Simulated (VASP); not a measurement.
Set up this calculation in VASP 6.6.1, as the native input.

```
Task                   : single point
Functional             : PBE
Dispersion             : D3(BJ)
Potentials or basis    : VASP PAW PBE potentials, release 64 (W_sv, Se)
Cutoff                 : 520 eV
k mesh                 : 12 × 12 × 2
Occupations            : gaussian, width 0.05 eV
Spin                   : no spin polarisation
Dipole correction      : no
Further INCAR settings : ALGO = Normal; EDIFF = 1e-06; NBANDS = 35
```

The structure of WSe2 lies in POSCAR:

```
WSe2
1.0
    3.2903309810     -0.0394822392      0.0282891116
   -1.6793581126      2.8425486682      0.0278439280
    0.1115227812      0.1911365942     12.6184261655
W Se
2 4
Direct
    0.3214989676      0.6868515477      0.2675631839
    0.6027528139      0.2610963111      0.7457705527
    0.3464671057      0.7543581921      0.5791968325
    0.7338941845      0.3417687389      0.1670650695
    0.3373058691      0.6151996672      0.8579436890
    0.6580810592      0.3407255430      0.3824606725
```

This cell differs from its parent crystal: atoms moved at random and the cell strained at random.

These files were run (other wordings do the same):

INCAR

```
  PREC = Accurate
  ENCUT = 520
  EDIFF = 1E-6
  ISMEAR = 0
  SIGMA = 0.05
  LREAL = F
  LASPH = T
  NELM = 100
  ALGO = Normal
  ISIF = 2
  LWAVE = F
  LCHARG = T
  GGA = PE
  IVDW = 12
  LELF = T
  LVHAR = T
  NBANDS = 35
```

KPOINTS

```
regular mesh
0
Gamma
  12 12 2
```

Potentials or basis: VASP PAW PBE potentials, release 64 (W_sv, Se).

Launch:

```sh
$ cat potpaw_PBE.64/W_sv/POTCAR potpaw_PBE.64/Se/POTCAR > POTCAR
$ mpirun -np 1 vasp_std > vasp.out
```

It gave:

```json
{"Pressure": "29.3 GPa", "Largest force": "13.845 eV/Å", "Band gap on the k mesh": "zero (band 26 reaches 7.54 eV, above the bottom of band 27 at 6.57 eV)", "Dispersion energy per atom": "-0.488 eV"}
```

Caveat: the cell differs from its parent crystal (atoms moved at random and the cell strained at random); spin-orbit coupling is left out, which moves the levels of the heavy elements; pairwise dispersion overbinds metals, which lowers pressure and volume; forces of over 1 eV/Å act on the atoms, so gaps and moduli don't describe the material at rest.

Run time: 4.9 min on 1 thread of Intel(R) Xeon(R) 6975P-C (Granite Rapids) (shared host), peak memory 0.61 GiB.
